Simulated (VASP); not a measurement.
# Si2W: single point with r2SCAN

Crystal: Si2W.

```
W Si
1.0
    -1.60690    1.60690    3.91495
     1.60690   -1.60690    3.91495
     1.60690    1.60690   -3.91495
W Si
1 2
Direct
  0.00000 0.00000 0.00000
  0.66530 0.66530 0.00000
  0.33470 0.33470 0.00000
```

| Quantity | Value |
| --- | --- |
| Program | VASP 6.6.1 |
| Task | single point |
| Functional | r2SCAN |
| Potentials or basis | VASP PAW PBE potentials, release 64 (W_sv, Si) |
| Cutoff | 520 eV |
| k mesh | 12 × 12 × 12 |
| Occupations | fermi-dirac, width 0.05 eV |
| Spin | no spin polarisation |
| Dipole correction | no |
| Further INCAR settings | ALGO = Normal; EDIFF = 1e-06; NBANDS = 18 |

```json
{
  "Pressure": "-0.9 GPa",
  "Largest force": "0.012 eV/Å",
  "Band gap on the k mesh": "zero (bands 11 and 12 overlap by 1.34 eV)"
}
```

Forces in eV/Å, atoms in the order of the input:
```
W    0.000  0.000  0.000
Si   0.000  0.000 -0.012
Si   0.000  0.000  0.012
```

Stress tensor (GPa, compression positive):
```
-0.47  0.00  0.00
 0.00 -0.47  0.00
 0.00  0.00 -1.89
```

Levels at points of the mesh, in eV from the Fermi level:
| k point | band 9 | band 10 | band 11 | band 12 | band 13 | band 14 |
| --- | --- | --- | --- | --- | --- | --- |
| (0.00, 0.00, 0.00) | -3.04 | -3.04 | 0.60 | 3.01 | 3.18 | 3.20 |
| (0.50, 0.00, 0.00) | -2.99 | -2.87 | -0.49 | 2.93 | 2.98 | 4.16 |
| (0.50, 0.50, 0.00) | -5.32 | -3.47 | -2.00 | 3.01 | 3.27 | 3.40 |
| (0.50, 0.50, 0.50) | -0.96 | -0.96 | -0.54 | -0.54 | 0.79 | 4.85 |

Wall time 13 min on 1 thread of Intel Xeon 8259CL, with other jobs on the host, peak memory 0.29 GiB.

Caveat: the PAW data sets were made with another functional, which shifts forces and pressure a little; spin-orbit coupling is left out, which moves the levels of the heavy elements.
